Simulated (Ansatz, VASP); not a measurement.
# HgTe: VASP beside Ansatz

The input INCAR:

```
SYSTEM = HgTe
PREC = Accurate
ENCUT = 500
EDIFF = 1E-6
ISMEAR = 0
SIGMA = 0.2
LREAL = .FALSE.
LASPH = .TRUE.
NELM = 120
ALGO = Normal
ISIF = 2
LWAVE = .FALSE.
LCHARG = .FALSE.
GGA = PE
NBANDS = 16
GGA_COMPAT = .FALSE.
```

KPOINTS

```
Automatic mesh
0
G
  4 4 4
  0 0 0
```

POSCAR

```
HgTe
1.0
    0.0000000000      3.2891972858      3.2891972858
    3.2891972858      0.0000000000      3.2891972858
    3.2891972858      3.2891972858      0.0000000000
Hg Te
1 1
Direct
    0.0000000000      0.0000000000      0.0000000000
    0.2500000000      0.2500000000      0.2500000000
```

Input for Ansatz:

```yaml
crystal:
  lattice:
    - [0.0, 3.2891972858, 3.2891972858]
    - [3.2891972858, 0.0, 3.2891972858]
    - [3.2891972858, 3.2891972858, 0.0]
  atoms:
    - { symbol: Hg, position: [0.0, 0.0, 0.0] }
    - { symbol: Te, position: [0.25, 0.25, 0.25] }
kpoints:
  mp_grid: { grid: [4, 4, 4] }
hamiltonian:
  xc: pbe
scf:
  occupations: { method: gaussian, width: 0.2 }
  n_extra_bands: 4
output:
  forces: true
  stress: true
  eigenvalues: true
```

Alike in both runs: task single point; functional PBE; k mesh 4 × 4 × 4; occupations gaussian, width 0.2 eV; no spin polarisation.

```csv
,VASP,Ansatz
version,VASP 6.6.1,Ansatz 0.2.0
potentials or method,"VASP PAW PBE potentials, release 64 (Hg, Te)",plane waves
plane-wave cutoff (eV),500,420
valence electrons in the cell,18,36
```

```csv
,VASP,Ansatz,Ansatz less VASP
pressure (GPa),1.7,1.6,-0.06
```

VASP's potentials hold 18 valence electrons a cell and Ansatz's 36, so a difference there can come from the potentials and not from the codes.

The k mesh is coarse, so the values compare programs but aren't converged. Neither program's run includes spin-orbit coupling.
